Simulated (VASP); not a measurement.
Here is a VASP 6.6.1 calculation.

INCAR

```
ALGO = Normal
EDIFF = 1E-6
ENCUT = 520
GGA = PE
ISIF = 2
ISMEAR = -1
ISPIN = 2
LASPH = True
LCHARG = False
LMAXMIX = 4
LORBIT = 11
LREAL = False
LWAVE = False
MAGMOM = 0 0 0 0
NBANDS = 27
NELM = 150
NUPDOWN = 0.0
PREC = Accurate
SIGMA = 0.05
```

File KPOINTS:

```
k-points
0
Gamma
  7 7 5
```

POSCAR

```
NiSb
1.0
    3.9280000000      0.0000000000      0.0000000000
   -1.9640000000      3.4017477861      0.0000000000
    0.0000000000      0.0000000000      5.1200000000
Sb Ni
2 2
Direct
    0.6666666667      0.3333333333      0.7500000000
    0.3333333333      0.6666666667      0.2500000000
    0.0000000000      0.0000000000      0.5000000000
    0.0000000000      0.0000000000      0.0000000000
```

Potentials or basis: VASP PAW PBE potentials, release 64 (Sb, Ni).

The run is started by

```console
$ cat potpaw_PBE.64/Sb/POTCAR potpaw_PBE.64/Ni/POTCAR > POTCAR
$ mpirun -np 1 vasp_std > vasp.out
```

(1) What does it give for the pressure?

Answers

(1) 3.6 GPa.

Caveat: the total moment is fixed, so each spin has its own Fermi level.
